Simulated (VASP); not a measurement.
# BiTe (Fm-3m) in VASP: a series of runs

The runs below take BiTe through single point, with PBEsol.

All numbers are computed with VASP 6.6.1; they aren't measurements. Logs are shortened: lines on timing, memory, paths and dates and some standing lists are left out, and cuts for length are marked.

## Step 1: The cell of the first run

The structure is cubic, space group Fm-3m (No. 225). Conventional cell: a = 6.394 Å, b = 6.394 Å, c = 6.394 Å, α = 90.00°, β = 90.00°, γ = 90.00°. Bi (site symmetry m-3m) has 6 Te at 3.20 Å within 4.2 Å. Within 4.2 Å of Te (site symmetry m-3m) lie 6 Bi at 3.20 Å.

## Step 2: Single point, PBEsol

Contents of INCAR:

```
SYSTEM = BiTe
ALGO     = Normal         ! electronic algorithm
EDIFF    = 1E-6           ! SCF threshold, eV
ENCUT    = 520            ! plane-wave cutoff, eV
GGA      = PS             ! functional
ISIF     = 2              ! what is computed and relaxed
ISMEAR   = 0              ! smearing method
LASPH    = .True.         ! aspherical terms in the spheres
LCHARG   = .False.        ! write CHGCAR
LREAL    = .False.        ! projectors in reciprocal space
LWAVE    = .False.        ! write WAVECAR
NBANDS   = 18             ! bands
NELM     = 80             ! most SCF steps
PREC     = Accurate       ! precision mode
SIGMA    = 0.1            ! smearing width, eV
```

Contents of KPOINTS:

```
k-points
0
Gamma
  12 12 12
  0 0 0
```

Contents of POSCAR:

```
BiTe
1.0
    0.0000000000      3.1971538320      3.1971538320
    3.1971538320      0.0000000000      3.1971538320
    3.1971538320      3.1971538320      0.0000000000
Bi Te
1 1
Direct
    0.0000000000      0.0000000000      0.0000000000
    0.5000000000      0.5000000000      0.5000000000
```

Potentials or basis: VASP PAW PBE potentials, release 64 (Bi_d, Te).

The run is started by

```console
cat potpaw_PBE.64/Bi_d/POTCAR potpaw_PBE.64/Te/POTCAR > POTCAR
mpirun -np 1 vasp_std > vasp.out
```

OUTCAR:

```text
SYSTEM = BiTe
   EDIFF = 1E-6
   ENCUT = 520
   GGA = PS
   ISIF = 2
   ISMEAR = 0
   LASPH = .True.
   LREAL = .False.
   NELM = 80
   PREC = Accurate

 ion  position               nearest neighbor table
   1  0.000  0.000  0.000-   2 3.20   2 3.20   2 3.20   2 3.20   2 3.20   2 3.20
   2  0.500  0.500  0.500-   1 3.20   1 3.20   1 3.20   1 3.20   1 3.20   1 3.20

  LATTYP: Found a face centered cubic cell.
 ALAT       =     6.3943076640

  Lattice vectors:

 A1 = (   0.0000000000,   3.1971538320,   3.1971538320)
 A2 = (   3.1971538320,   0.0000000000,   3.1971538320)
 A3 = (   3.1971538320,   3.1971538320,   0.0000000000)

Analysis of symmetry for initial positions (statically):
=====================================================================
 Subroutine PRICEL returns:
 Original cell was already a primitive cell.

 Routine SETGRP: Setting up the symmetry group for a
 face centered cubic supercell.

 Subroutine GETGRP returns: Found 48 space group operations
 (whereof 48 operations were pure point group operations)
 out of a pool of 48 trial point group operations.

The static configuration has the point symmetry O_h .

Analysis of symmetry for dynamics (positions and initial velocities):
=====================================================================
 Subroutine PRICEL returns:
 Original cell was already a primitive cell.

 Routine SETGRP: Setting up the symmetry group for a
 face centered cubic supercell.

 Subroutine GETGRP returns: Found 48 space group operations
 (whereof 48 operations were pure point group operations)
 out of a pool of 48 trial point group operations.

The dynamic configuration has the point symmetry O_h .

 Subroutine INISYM returns: Found 48 space group operations
 (whereof 48 operations are pure point group operations),
 and found     1 'primitive' translations

----------------------------------------------------------------------------------------

                                     Primitive cell

  volume of cell :      65.3613

  direct lattice vectors                    reciprocal lattice vectors
     0.000000000  3.197153832  3.197153832    -0.156389097  0.156389097  0.156389097
     3.197153832  0.000000000  3.197153832     0.156389097 -0.156389097  0.156389097
     3.197153832  3.197153832  0.000000000     0.156389097  0.156389097 -0.156389097

  length of vectors
     4.521458310  4.521458310  4.521458310     0.270873861  0.270873861  0.270873861

  position of ions in fractional coordinates (direct lattice)
     0.000000000  0.000000000  0.000000000
     0.500000000  0.500000000  0.500000000

  ion indices of the primitive-cell ions
   primitive index   ion index
                 1           1
                 2           2

----------------------------------------------------------------------------------------

 KPOINTS: k-points

Automatic generation of k-mesh.
 Grid dimensions read from file:
 generate k-points for:   12   12   12

 Generating k-lattice:

  Cartesian coordinates                     Fractional coordinates (reciprocal lattice)
    -0.013032425  0.013032425  0.013032425     0.083333333  0.000000000  0.000000000
     0.013032425 -0.013032425  0.013032425     0.000000000  0.083333333  0.000000000
     0.013032425  0.013032425 -0.013032425     0.000000000  0.000000000  0.083333333

  Length of vectors
     0.022572822  0.022572822  0.022572822

  Shift w.r.t. Gamma in fractional coordinates (k-lattice)
     0.000000000  0.000000000  0.000000000

 Subroutine IBZKPT returns following result:
 ===========================================

 Found     72 irreducible k-points:

 Following reciprocal coordinates:
            Coordinates               Weight
  0.000000  0.000000  0.000000      1.000000
  0.083333  0.000000  0.000000      8.000000
  0.166667  0.000000  0.000000      8.000000
  0.250000  0.000000  0.000000      8.000000
  0.333333  0.000000  0.000000      8.000000
  0.416667  0.000000  0.000000      8.000000
[... 16 lines left out ...]
  0.500000  0.166667  0.000000     24.000000
 -0.416667  0.166667  0.000000     24.000000
 [... further k-points ...]
   k-points           NKPTS =     72   k-points in BZ     NKDIM =     72   number of bands    NBANDS=     18
   number of dos      NEDOS =    301   number of ions     NIONS =      2
   total plane-waves  NPLWV =  46656
   dimension x,y,z NGX =    36 NGY =   36 NGZ =   36
   dimension x,y,z NGXF=    72 NGYF=   72 NGZF=   72
   ions per type =               1   1
   NGX,Y,Z   is equivalent  to a cutoff of  13.24, 13.24, 13.24 a.u.
   NGXF,Y,Z  is equivalent  to a cutoff of  26.47, 26.47, 26.47 a.u.
 SYSTEM =  BiTe
   PREC   = accura    normal or accurate (medium, high low for compatibility)
   ISTART =      0    job   : 0-new  1-cont  2-samecut
   ICHARG =      2    charge: 1-file 2-atom 10-const
   ISPIN  =      1    spin polarized calculation?
   LNONCOLLINEAR =      F non collinear calculations
   LSORBIT =      F    spin-orbit coupling
   LASPH  =      T    aspherical Exc in radial PAW
   ENCUT  =  520.0 eV  38.22 Ry    6.18 a.u.   8.41  8.41  8.41*2*pi/ulx,y,z
   NELM   =     80;   NELMIN=  2; NELMDL= -5     # of ELM steps
   EDIFF  = 0.1E-05   stopping-criterion for ELM
   LREAL  =      F    real-space projection
   EDIFFG = 0.1E-04   stopping-criterion for IOM
   NSW    =      0    number of steps for IOM
   IBRION =     -1    ionic relax: 0-MD 1-quasi-New 2-CG
   NFREE  =      0    steps in history (QN), initial steepest desc. (CG)
   ISIF   =      2    stress and relaxation
   ISYM   =      2    0-nonsym 1-usesym 2-fastsym
   POTIM  = 0.5000    time-step for ionic-motion
   TEBEG  =    0.0;   TEEND  =   0.0 temperature during run
   PSTRESS=    0.0 pullay stress
   NELECT =      21.0000    total number of electrons
   NUPDOWN=      -1.0000    fix difference up-down
   EMIN   =  10.00;   EMAX   =-10.00  energy-range for DOS
   EFERMI =   0.00;   METHOD = LEGACY
   ISMEAR =     0;   SIGMA  =   0.10  broadening in eV -4-tet -1-fermi 0-gaus
   EFERMI_NEDOS =   21; number of points for ismear=-14 and -15
   IALGO  =     38    algorithm
   IMIX   =      4    mixing-type and parameters
     AMIX     =   0.40;   BMIX     =  1.00
     AMIX_MAG =   1.60;   BMIX_MAG =  1.00
  volume/ion in A,a.u.               =      32.68       220.54
  Fermi-wavevector in a.u.,A,eV,Ry     =   1.121264  2.118881 17.105681  1.257232
  Thomas-Fermi vector in A             =   2.257916
   LORBIT       =      0    0 simple, 1 ext, 2 COOP (PROOUT), +10 PAW based schemes
   GGA     = PS    functional components
   LHFCALC =     F    Hartree Fock is set to
   AEXX    =    0.0000 exact exchange contribution
   IVDW    =     0    specifies the selected vdW correction
   LEPSILON=     F    determine dielectric tensor
   LRPA    =     F    only Hartree local field effects (RPA)
 non-spin polarized calculation
 Gauss-broadening in eV      SIGMA  =   0.10
  energy-cutoff  :      520.00
  volume of cell :       65.36
 maximum number of plane-waves:      1807
 NGX is ok and might be reduce to    36
   NGX = 17   NGY = 17   NGZ = 17

 number of electron      21.0000004 magnetization

 Free energy of the ion-electron system (eV)
  ---------------------------------------------------
  ext. energy  EPLUGINS =         0.00000000
  ---------------------------------------------------
  free energy    TOTEN  =        -7.99284120 eV

  energy without entropy =       -7.98716023  energy(sigma->0) =       -7.99000071

 E-fermi :   6.9049     XC(G=0):  -9.7508

 val. band max:        6.8794692556   @ k =  -0.4167   0.2500   0.0833
 cond. band min:       6.9304844783   @ k =   0.3333   0.0000   0.0000
 fundamental gap:      0.0510152227
 Fermi energy:         6.9049049932

 k-point     1 :       0.0000    0.0000    0.0000
  band No.  band energies     occupation
      1     -16.1518      2.00000
      2     -16.1518      2.00000
      3     -16.1449      2.00000
      4     -16.1449      2.00000
      5     -16.1449      2.00000
      6      -6.8620      2.00000
[... 10 lines left out ...]
     17      13.0875      0.00000
     18      13.2668      0.00000

 k-point     2 :       0.0833    0.0000    0.0000
  band No.  band energies     occupation
      1     -16.1520      2.00000
      2     -16.1520      2.00000
      3     -16.1448      2.00000
      4     -16.1445      2.00000
      5     -16.1445      2.00000
      6      -6.7969      2.00000
[... 10 lines left out ...]
     17      13.5416      0.00000
     18      13.8028      0.00000

 k-point     3 :       0.1667    0.0000    0.0000
  band No.  band energies     occupation
      1     -16.1529      2.00000
      2     -16.1529      2.00000
      3     -16.1444      2.00000
      4     -16.1431      2.00000
      5     -16.1431      2.00000
      6      -6.6026      2.00000
[... 10 lines left out ...]
     17      14.5992      0.00000
     18      14.9508      0.00000

 k-point     4 :       0.2500    0.0000    0.0000
  band No.  band energies     occupation
      1     -16.1542      2.00000
      2     -16.1542      2.00000
      3     -16.1439      2.00000
      4     -16.1411      2.00000
      5     -16.1411      2.00000
      6      -6.2827      2.00000
[... 10 lines left out ...]
     17      15.8413      0.00000
     18      16.2201      0.00000

 k-point     5 :       0.3333    0.0000    0.0000
  band No.  band energies     occupation
      1     -16.1557      2.00000
      2     -16.1557      2.00000
      3     -16.1433      2.00000
      4     -16.1390      2.00000
      5     -16.1390      2.00000
      6      -5.8444      2.00000
[... 10 lines left out ...]
     17      16.5261      0.00000
     18      17.5762      0.00000

 k-point     6 :       0.4167    0.0000    0.0000
  band No.  band energies     occupation
      1     -16.1568      2.00000
      2     -16.1568      2.00000
      3     -16.1430      2.00000
      4     -16.1374      2.00000
      5     -16.1374      2.00000
      6      -5.3027      2.00000
[... 10 lines left out ...]
     17      15.7777      0.00000
     18      17.0772      0.00000

 k-point     7 :       0.5000    0.0000    0.0000
  band No.  band energies     occupation
      1     -16.1572      2.00000
      2     -16.1572      2.00000
      3     -16.1428      2.00000
      4     -16.1368      2.00000
      5     -16.1368      2.00000
      6      -4.8059      2.00000
[... 10 lines left out ...]
     17      15.1449      0.00000
     18      16.1778      0.00000

 k-point     8 :       0.0833    0.0833    0.0000
  band No.  band energies     occupation
      1     -16.1528      2.00000
      2     -16.1514      2.00000
      3     -16.1452      2.00000
      4     -16.1441      2.00000
      5     -16.1441      2.00000
      6      -6.7755      2.00000
[... 10 lines left out ...]
     17      13.3178      0.00000
     18      13.6806      0.00000
[... 229 lines left out ...]
     17      13.5909      0.00000
     18      13.9060      0.00000

 k-point    20 :       0.2500    0.1667    0.0000
  band No.  band energies     occupation
      1     -16.1575      2.00000
      2     -16.1503      2.00000
      3     -16.1461      2.00000
      4     -16.1405      2.00000
      5     -16.1401      2.00000
      6      -6.2942      2.00000
[... 10 lines left out ...]
     17      14.1842      0.00000
     18      14.4451      0.00000

 k-point    21 :       0.3333    0.1667    0.0000
  band No.  band energies     occupation
      1     -16.1590      2.00000
      2     -16.1513      2.00000
      3     -16.1454      2.00000
      4     -16.1391      2.00000
      5     -16.1381      2.00000
      6      -5.9502      2.00000
[... 10 lines left out ...]
     17      15.2213      0.00000
     18      15.5193      0.00000

 k-point    22 :       0.4167    0.1667    0.0000
  band No.  band energies     occupation
      1     -16.1599      2.00000
      2     -16.1527      2.00000
      3     -16.1441      2.00000
      4     -16.1383      2.00000
      5     -16.1365      2.00000
      6      -5.5014      2.00000
[... 10 lines left out ...]
     17      15.6216      0.00000
     18      16.4776      0.00000

 k-point    23 :       0.5000    0.1667    0.0000
  band No.  band energies     occupation
      1     -16.1598      2.00000
      2     -16.1542      2.00000
      3     -16.1426      2.00000
      4     -16.1379      2.00000
      5     -16.1360      2.00000
      6      -4.9752      2.00000
[... 10 lines left out ...]
     17      15.7296      0.00000
     18      16.5535      0.00000

 k-point    24 :      -0.4167    0.1667    0.0000
  band No.  band energies     occupation
      1     -16.1589      2.00000
      2     -16.1553      2.00000
      3     -16.1417      2.00000
      4     -16.1380      2.00000
      5     -16.1366      2.00000
      6      -4.7698      2.00000
[... 10 lines left out ...]
     17      16.4839      0.00000
     18      17.7123      0.00000

 [... further k-points ...]

------------------------ aborting loop because EDIFF is reached ----------------------------------------

  FORCE on cell =-STRESS in cart. coord.  units (eV):
  Direction    XX          YY          ZZ          XY          YZ          ZX
  --------------------------------------------------------------------------------------
  -------------------------------------------------------------------------------------
  Total       -0.0065523     -0.0065523     -0.0065523     -0.0000000     -0.0000000     -0.0000000
  in kB       -0.1606134     -0.1606134     -0.1606134     -0.0000000     -0.0000000     -0.0000000
  external PRESSURE =      -0.1606134 kB  Pullay stress =       0.0000000 kB

 VOLUME and BASIS-vectors are now :
 -----------------------------------------------------------------------------
  energy-cutoff  :      520.00
  volume of cell :       65.36
      direct lattice vectors                 reciprocal lattice vectors
     0.000000000  3.197153832  3.197153832    -0.156389097  0.156389097  0.156389097
     3.197153832  0.000000000  3.197153832     0.156389097 -0.156389097  0.156389097
     3.197153832  3.197153832  0.000000000     0.156389097  0.156389097 -0.156389097

 POSITION                                       TOTAL-FORCE (eV/Angst)
 -----------------------------------------------------------------------------------
      0.00000      0.00000      0.00000         0.000000      0.000000     -0.000000
      3.19715      3.19715      3.19715        -0.000000      0.000000      0.000000
 -----------------------------------------------------------------------------------
    total drift:                               -0.000000      0.000000      0.000000

  FREE ENERGIE OF THE ION-ELECTRON SYSTEM (eV)
  ---------------------------------------------------
  free  energy   TOTEN  =        -7.9928411954 eV

  energy  without entropy=       -7.9871602335  energy(sigma->0) =       -7.99000071
```

Run time: 28 s. Hardware: 1 thread of Intel Xeon 6975P-C (Granite Rapids), shared host; peak memory 0.25 GiB.

What came out:

- Free energy: -7.9928 eV
- Pressure: 0.0 GPa

Caveat: the PAW data sets were made with another functional, which shifts forces and pressure a little; spin-orbit coupling is left out, which moves the levels of the heavy elements.

## Step 3: Single point, PBEsol (strained)

Contents of INCAR:

```
  PREC = Accurate
  ENCUT = 520
  EDIFF = 1E-6
  ISMEAR = 0
  SIGMA = 0.1
  LREAL = F
  LASPH = T
  NELM = 100
  ALGO = Normal
  ISIF = 2
  LWAVE = F
  LCHARG = F
  GGA = PS
  NBANDS = 18
```

Contents of KPOINTS:

```
regular mesh
0
Gamma
  12 12 12
```

Contents of POSCAR:

```
BiTe
1.0
    0.0000000000      3.1221308500      3.1221308500
    3.1221308500      0.0000000000      3.1221308500
    3.1221308500      3.1221308500      0.0000000000
Bi Te
1 1
Direct
    0.0000000000      0.0000000000      0.0000000000
    0.5000000000      0.5000000000      0.5000000000
```

Potentials or basis: VASP PAW PBE potentials, release 64 (Bi_d, Te).

The run is started by

```console
cat potpaw_PBE.64/Bi_d/POTCAR potpaw_PBE.64/Te/POTCAR > POTCAR
mpirun -np 1 vasp_std > vasp.out
```

Wall time 28 s (1 thread of Intel Xeon 6975P-C (Granite Rapids), shared host); peak memory 0.25 GiB.

Results (log left out):

- Free energy: -7.9321 eV
- Pressure: 4.6 GPa

Levels at points of the mesh, in eV from the Fermi level:
```
           k point  band 6  band 7  band 8  band 9  band 10  band 11  band 12  band 13  band 14  band 15
(0.00, 0.00, 0.00)  -14.31   -7.69   -2.81   -2.81    -2.81     2.39     2.39     2.39     4.49     4.49
(0.50, 0.00, 0.00)  -12.04  -11.66   -2.10   -2.10    -1.54    -0.88    -0.79    -0.79     7.51     8.07
(0.50, 0.50, 0.00)  -12.18   -9.96   -6.42   -4.52    -4.52     1.79     4.14     4.14     5.80     9.05
```

Caveat: the cell differs from its parent crystal (strained); the PAW data sets were made with another functional, which shifts forces and pressure a little; spin-orbit coupling is left out, which moves the levels of the heavy elements.

(Continued in part 2 of 2.)
